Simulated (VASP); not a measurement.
Input of a VASP 6.6.1 run:

The input POSCAR:

```
NaCl
1.0
    0.0000000000      2.8317495955      2.8317495955
    2.8317495955      0.0000000000      2.8317495955
    2.8317495955      2.8317495955      0.0000000000
Na Cl
1 1
Direct
    0.0000000000      0.0000000000      0.0000000000
    0.5000000000      0.5000000000      0.5000000000
```

INCAR.step1

```
ALGO     = Normal         # electronic algorithm
EDIFF    = 1E-4           # SCF threshold, eV
ENCUT    = 520            # plane-wave cutoff, eV
GGA      = PE             # functional
ISMEAR   = 0              # smearing method
LASPH    = T              # aspherical terms in the spheres
LCHARG   = F              # write CHGCAR
LREAL    = F              # projectors in reciprocal space
LWAVE    = T              # write WAVECAR
NBANDS   = 14             # bands
NELM     = 80             # most SCF steps
PREC     = Accurate       # precision mode
SIGMA    = 0.05           # smearing width, eV
```

File INCAR.step2:

```
ALGO     = Normal         # electronic algorithm
EDIFF    = 1E-6           # SCF threshold, eV
ENCUT    = 520            # plane-wave cutoff, eV
ISIF     = 2              # what is computed and relaxed
ISMEAR   = 0              # smearing method
ISTART   = 1            
LASPH    = T              # aspherical terms in the spheres
LCHARG   = F              # write CHGCAR
LMIXTAU  = T            
LREAL    = F              # projectors in reciprocal space
LWAVE    = F              # write WAVECAR
METAGGA  = R2SCAN         # meta-GGA
NBANDS   = 14             # bands
NELM     = 80             # most SCF steps
PREC     = Accurate       # precision mode
SIGMA    = 0.05           # smearing width, eV
```

File KPOINTS:

```
k-points
0
Gamma
  10 10 10
```

Potentials or basis: VASP PAW PBE potentials, release 64 (Na_pv, Cl).

Command:

```sh
$ cat potpaw_PBE.64/Na_pv/POTCAR potpaw_PBE.64/Cl/POTCAR > POTCAR
$ cp INCAR.step1 INCAR
$ mpirun -np 1 vasp_std > vasp.out
$ cp INCAR.step2 INCAR
$ mpirun -np 1 vasp_std > vasp.out
```

Problem. What does it give for the pressure?

Solution. -1.0 GPa.

Problem. Estimate the band gap on the k mesh.

Solution. 5.87 eV, direct.

Caveat: the PAW data sets were made with another functional, which shifts forces and pressure a little. r2SCAN opens gaps a little over a GGA but as a rule still falls short of measured ones.
